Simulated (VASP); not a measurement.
A run of VASP 6.6.1 is set up as follows.

The input INCAR:

```
PREC = Accurate
ENCUT = 520
EDIFF = 1E-8
ISMEAR = -1
SIGMA = 0.08
LREAL = False
LASPH = True
NELM = 100
ALGO = Normal
ISIF = 2
LWAVE = False
LCHARG = False
LEFG = True
NBANDS = 11
```

KPOINTS

```
regular mesh
0
Gamma
  20 20 20
```

Contents of POSCAR:

```
C
1.0
    0.0000000000      1.7531670408      1.7531670408
    1.7531670408      0.0000000000      1.7531670408
    1.7531670408      1.7531670408      0.0000000000
C
2
Direct
    0.5000000000      0.5000000000      0.5000000000
    0.7500000000      0.7500000000      0.7500000000
```

Potentials or basis: VASP PAW LDA potentials, release 64 (C).

Command:

```console
$ cat potpaw_LDA.64/C/POTCAR > POTCAR
$ mpirun -np 1 vasp_std > vasp.out
```

**Question.** What does it give for the pressure?

**Answer.** 12.3 GPa.

**Question.** What does it give for the band gap on the k mesh?

**Answer.** 4.23 eV, indirect (least direct gap 5.69 eV).

Caveat: without QUAD_EFG the Cq values of the log hold for a quadrupole moment of 1 mb, not for the nuclei. A k mesh can miss the band edges.
